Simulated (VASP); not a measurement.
# Zr (Im-3m) in VASP: further runs

Zr is run at these levels: LDA; tasks: single point.

Program: VASP 6.6.1. These are calculated values, not measurements. Logs are shortened: lines on timing, memory, paths and dates and some standing lists are left out, and cuts for length are marked.

**1. The cell of the first run**

It takes space group Im-3m (No. 229, cubic). Conventional cell: a = 3.571 Å, b = 3.571 Å, c = 3.571 Å, α = 90.00°, β = 90.00°, γ = 90.00°. Zr (site symmetry m-3m) has 14 Zr at 3.09 to 3.57 Å within 4.1 Å.

**2. Single point, LDA (volume scaled by 0.96)**

File INCAR:

```
  PREC = Accurate
  ENCUT = 520
  EDIFF = 1E-7
  ISMEAR = -1
  SIGMA = 0.03
  LREAL = False
  LASPH = True
  NELM = 60
  ALGO = Normal
  ISIF = 2
  LWAVE = False
  LCHARG = False
  GGA = CA
  NBANDS = 12
```

File KPOINTS:

```
regular mesh
0
Gamma
  16 16 16
```

File POSCAR:

```
Zr
1.0
   -1.7855375418      1.7855375418      1.7855375418
    1.7855375418     -1.7855375418      1.7855375418
    1.7855375418      1.7855375418     -1.7855375418
Zr
1
Direct
    0.0000000000      0.0000000000      0.0000000000
```

Potentials or basis: VASP PAW LDA potentials, release 64 (Zr_sv).

The run is started by

```sh
cat potpaw_LDA.64/Zr_sv/POTCAR > POTCAR
mpirun -np 1 vasp_std > vasp.out
```

OUTCAR:

```text
PREC = Accurate
   ENCUT = 520
   EDIFF = 1E-7
   ISMEAR = -1
   LREAL = False
   LASPH = True
   NELM = 60
   ISIF = 2
   GGA = CA

 ion  position               nearest neighbor table
   1  0.000  0.000  0.000-

  LATTYP: Found a body centered cubic cell.
 ALAT       =     3.5710750836

  Lattice vectors:

 A1 = (  -1.7855375418,   1.7855375418,   1.7855375418)
 A2 = (   1.7855375418,  -1.7855375418,   1.7855375418)
 A3 = (   1.7855375418,   1.7855375418,  -1.7855375418)

Analysis of symmetry for initial positions (statically):
=====================================================================
 Subroutine PRICEL returns:
 Original cell was already a primitive cell.

 Routine SETGRP: Setting up the symmetry group for a
 body centered cubic supercell.

 Subroutine GETGRP returns: Found 48 space group operations
 (whereof 48 operations were pure point group operations)
 out of a pool of 48 trial point group operations.

The static configuration has the point symmetry O_h .

Analysis of symmetry for dynamics (positions and initial velocities):
=====================================================================
 Subroutine PRICEL returns:
 Original cell was already a primitive cell.

 Routine SETGRP: Setting up the symmetry group for a
 body centered cubic supercell.

 Subroutine GETGRP returns: Found 48 space group operations
 (whereof 48 operations were pure point group operations)
 out of a pool of 48 trial point group operations.

The dynamic configuration has the point symmetry O_h .

 Subroutine INISYM returns: Found 48 space group operations
 (whereof 48 operations are pure point group operations),
 and found     1 'primitive' translations

----------------------------------------------------------------------------------------

                                     Primitive cell

  volume of cell :      22.7702

  direct lattice vectors                    reciprocal lattice vectors
    -1.785537542  1.785537542  1.785537542     0.000000000  0.280027716  0.280027716
     1.785537542 -1.785537542  1.785537542     0.280027716  0.000000000  0.280027716
     1.785537542  1.785537542 -1.785537542     0.280027716  0.280027716  0.000000000

  length of vectors
     3.092641741  3.092641741  3.092641741     0.396018994  0.396018994  0.396018994

  position of ions in fractional coordinates (direct lattice)
     0.000000000  0.000000000  0.000000000

  ion indices of the primitive-cell ions
   primitive index   ion index
                 1           1

----------------------------------------------------------------------------------------

 KPOINTS: regular mesh

Automatic generation of k-mesh.
 Grid dimensions read from file:
 generate k-points for:   16   16   16

 Generating k-lattice:

  Cartesian coordinates                     Fractional coordinates (reciprocal lattice)
     0.000000000  0.017501732  0.017501732     0.062500000  0.000000000  0.000000000
     0.017501732  0.000000000  0.017501732     0.000000000  0.062500000  0.000000000
     0.017501732  0.017501732  0.000000000     0.000000000  0.000000000  0.062500000

  Length of vectors
     0.024751187  0.024751187  0.024751187

  Shift w.r.t. Gamma in fractional coordinates (k-lattice)
     0.000000000  0.000000000  0.000000000

 Subroutine IBZKPT returns following result:
 ===========================================

 Found    145 irreducible k-points:

 Following reciprocal coordinates:
            Coordinates               Weight
  0.000000  0.000000  0.000000      1.000000
  0.062500  0.000000  0.000000     12.000000
  0.125000  0.000000  0.000000     12.000000
  0.187500  0.000000  0.000000     12.000000
  0.250000  0.000000  0.000000     12.000000
  0.312500  0.000000  0.000000     12.000000
[... 16 lines left out ...]
  0.187500  0.187500  0.000000     24.000000
  0.250000  0.187500 -0.000000     48.000000
 [... further k-points ...]
   k-points           NKPTS =    145   k-points in BZ     NKDIM =    145   number of bands    NBANDS=     12
   number of dos      NEDOS =    301   number of ions     NIONS =      1
   total plane-waves  NPLWV =  13824
   dimension x,y,z NGX =    24 NGY =   24 NGZ =   24
   dimension x,y,z NGXF=    48 NGYF=   48 NGZF=   48
   ions per type =               1
   NGX,Y,Z   is equivalent  to a cutoff of  12.90, 12.90, 12.90 a.u.
   NGXF,Y,Z  is equivalent  to a cutoff of  25.80, 25.80, 25.80 a.u.
 SYSTEM =  unknown system
   PREC   = accura    normal or accurate (medium, high low for compatibility)
   ISTART =      0    job   : 0-new  1-cont  2-samecut
   ICHARG =      2    charge: 1-file 2-atom 10-const
   ISPIN  =      1    spin polarized calculation?
   LNONCOLLINEAR =      F non collinear calculations
   LSORBIT =      F    spin-orbit coupling
   LASPH  =      T    aspherical Exc in radial PAW
   ENCUT  =  520.0 eV  38.22 Ry    6.18 a.u.   5.75  5.75  5.75*2*pi/ulx,y,z
   NELM   =     60;   NELMIN=  2; NELMDL= -5     # of ELM steps
   EDIFF  = 0.1E-06   stopping-criterion for ELM
   LREAL  =      F    real-space projection
   EDIFFG = 0.1E-05   stopping-criterion for IOM
   NSW    =      0    number of steps for IOM
   IBRION =     -1    ionic relax: 0-MD 1-quasi-New 2-CG
   NFREE  =      0    steps in history (QN), initial steepest desc. (CG)
   ISIF   =      2    stress and relaxation
   ISYM   =      2    0-nonsym 1-usesym 2-fastsym
   POTIM  = 0.5000    time-step for ionic-motion
   TEBEG  =    0.0;   TEEND  =   0.0 temperature during run
   PSTRESS=    0.0 pullay stress
   NELECT =      12.0000    total number of electrons
   NUPDOWN=      -1.0000    fix difference up-down
   EMIN   =  10.00;   EMAX   =-10.00  energy-range for DOS
   EFERMI =   0.00;   METHOD = LEGACY
   ISMEAR =    -1;   SIGMA  =   0.03  broadening in eV -4-tet -1-fermi 0-gaus
   EFERMI_NEDOS =   21; number of points for ismear=-14 and -15
   IALGO  =     38    algorithm
   IMIX   =      4    mixing-type and parameters
     AMIX     =   0.40;   BMIX     =  1.00
     AMIX_MAG =   1.60;   BMIX_MAG =  1.00
  volume/ion in A,a.u.               =      22.77       153.66
  Fermi-wavevector in a.u.,A,eV,Ry     =   1.322350  2.498878 23.791260  1.748608
  Thomas-Fermi vector in A             =   2.452037
   LORBIT       =      0    0 simple, 1 ext, 2 COOP (PROOUT), +10 PAW based schemes
   GGA     = CA    functional components
   LHFCALC =     F    Hartree Fock is set to
   AEXX    =    0.0000 exact exchange contribution
   IVDW    =     0    specifies the selected vdW correction
   LEPSILON=     F    determine dielectric tensor
   LRPA    =     F    only Hartree local field effects (RPA)
 non-spin polarized calculation
  energy-cutoff  :      520.00
  volume of cell :       22.77
 maximum number of plane-waves:       630
   NGX = 11   NGY = 11   NGZ = 11

 number of electron      12.0000000 magnetization

 Free energy of the ion-electron system (eV)
  ---------------------------------------------------
  ext. energy  EPLUGINS =         0.00000000
  ---------------------------------------------------
  free energy    TOTEN  =        -9.21463626 eV

  energy without entropy =       -9.20882446  energy(sigma->0) =       -9.21173036

 E-fermi :   8.7520     XC(G=0): -11.3900

 val. band max:        8.7516758795   @ k =   0.1250   0.1250   0.0625
 cond. band min:       8.7551705992   @ k =   0.1875   0.1250   0.0000
 fundamental gap:      0.0034947197
 Fermi energy:         8.7520430978

 k-point     1 :       0.0000    0.0000    0.0000
  band No.  band energies     occupation
      1     -39.4157      2.00000
      2     -17.0302      2.00000
      3     -17.0302      2.00000
      4     -17.0302      2.00000
      5       3.3778      2.00000
      6       9.8503      0.00000
      7       9.8503      0.00000
      8       9.8503      0.00000
      9      12.3987      0.00000
     10      12.3987      0.00000
     11      21.2607      0.00000
     12      21.2607      0.00000

 k-point     2 :       0.0625    0.0000    0.0000
  band No.  band energies     occupation
      1     -39.4094      2.00000
      2     -17.0734      2.00000
      3     -17.0433      2.00000
      4     -17.0305      2.00000
      5       3.5152      2.00000
      6       9.7587      0.00000
      7       9.8219      0.00000
      8       9.9833      0.00000
      9      12.2537      0.00000
     10      12.3972      0.00000
     11      21.3828      0.00000
     12      21.5075      0.00000

 k-point     3 :       0.1250    0.0000    0.0000
  band No.  band energies     occupation
      1     -39.3912      2.00000
      2     -17.1949      2.00000
      3     -17.0805      2.00000
      4     -17.0314      2.00000
      5       3.9081      2.00000
      6       9.5119      0.00000
      7       9.6986      0.00000
      8      10.3769      0.00000
      9      11.9797      0.00000
     10      12.4031      0.00000
     11      21.6656      0.00000
     12      22.2172      0.00000
[... 286 lines left out ...]
 k-point    23 :       0.1875    0.1875    0.0000
  band No.  band energies     occupation
      1     -39.2911      2.00000
      2     -17.7522      2.00000
      3     -17.2827      2.00000
      4     -17.1071      2.00000
      5       6.0941      2.00000
      6       8.4368      1.99995
      7       8.7584      0.89470
      8      11.6812      0.00000
      9      12.9940      0.00000
     10      13.4092      0.00000
     11      20.9701      0.00000
     12      22.4185      0.00000

 k-point    24 :       0.2500    0.1875   -0.0000
  band No.  band energies     occupation
      1     -39.2654      2.00000
      2     -17.8573      2.00000
      3     -17.3705      2.00000
      4     -17.1211      2.00000
      5       6.5548      2.00000
      6       8.2247      2.00000
      7       8.7864      0.48296
      8      11.8800      0.00000
      9      13.0783      0.00000
     10      14.5266      0.00000
     11      20.0294      0.00000
     12      21.6924      0.00000

 [... further k-points ...]
[... 5 lines left out ...]
  --------------------------------------------------------------------------------------
  -------------------------------------------------------------------------------------
  Total       -0.9319340     -0.9319340     -0.9319340     -0.0000000     -0.0000000      0.0000000
  in kB      -65.5735665    -65.5735665    -65.5735665     -0.0000000     -0.0000000      0.0000000
  external PRESSURE =     -65.5735665 kB  Pullay stress =       0.0000000 kB

 VOLUME and BASIS-vectors are now :
 -----------------------------------------------------------------------------
  energy-cutoff  :      520.00
  volume of cell :       22.77
      direct lattice vectors                 reciprocal lattice vectors
    -1.785537542  1.785537542  1.785537542     0.000000000  0.280027716  0.280027716
     1.785537542 -1.785537542  1.785537542     0.280027716  0.000000000  0.280027716
     1.785537542  1.785537542 -1.785537542     0.280027716  0.280027716  0.000000000

 POSITION                                       TOTAL-FORCE (eV/Angst)
 -----------------------------------------------------------------------------------
      0.00000      0.00000      0.00000        -0.000000     -0.000000     -0.000000
 -----------------------------------------------------------------------------------
    total drift:                                0.000000      0.000000      0.000000

  FREE ENERGIE OF THE ION-ELECTRON SYSTEM (eV)
  ---------------------------------------------------
  free  energy   TOTEN  =        -9.2146362616 eV

  energy  without entropy=       -9.2088244580  energy(sigma->0) =       -9.21173036
```

Wall time 26 s (1 thread of Intel Xeon Platinum 8259CL at 2.50GHz (Skylake/Cascade Lake), shared host); peak memory 0.15 GiB.

What came out:

```yaml
Free_energy: -9.2146 eV
Pressure: -6.6 GPa
Band_gap_on_the_k_mesh: zero (band 6 reaches 9.85 eV, above the bottom of band 7 at 8.01 eV)
```

[end of part 1 of 2]
